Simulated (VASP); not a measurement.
Crystal: PbS.

```
Pb S
1.0
     0.00000    2.96793    2.96793
     2.96793    0.00000    2.96793
     2.96793    2.96793    0.00000
Pb S
1 1
Direct
  0.00000 0.00000 0.00000
  0.50000 0.50000 0.50000
```

| Property | Result |
| --- | --- |
| Program | VASP 6.6.1 |
| Task | relaxation of cell and atoms |
| Functional | PBE |
| Potentials or basis | VASP PAW PBE potentials, release 64 (Pb_d, S) |
| Cutoff | 600 eV |
| k mesh | 10 × 10 × 10 |
| Occupations | gaussian, width 0.02 eV |
| Spin | no spin polarisation |

At the start: pressure 2.1 GPa; volume 26.14 Å³/atom.

Problem. How do energy, volume and symmetry change on relaxing?

Solution. Over 3 steps the energy falls by 6.0 meV/atom and the volume is 27.11 Å³/atom (+3.7 %); space group Fm-3m (No. 225, to 0.05 Å).

The path:
```csv
step,energy change (eV),largest force (eV/Å),pressure (GPa),volume (Å³)
1,0.0000,0.0000,2.07,52.29
2,-0.0108,0.0000,-0.64,54.88
3,-0.0121,0.0000,0.00,54.21
```

Final structure:
```
Pb S
1.0
     0.00000    3.00393    3.00393
     3.00393    0.00000    3.00393
     3.00393    3.00393    0.00000
Pb S
1 1
Direct
  0.00000 0.00000 0.00000
  0.50000 0.50000 0.50000
```
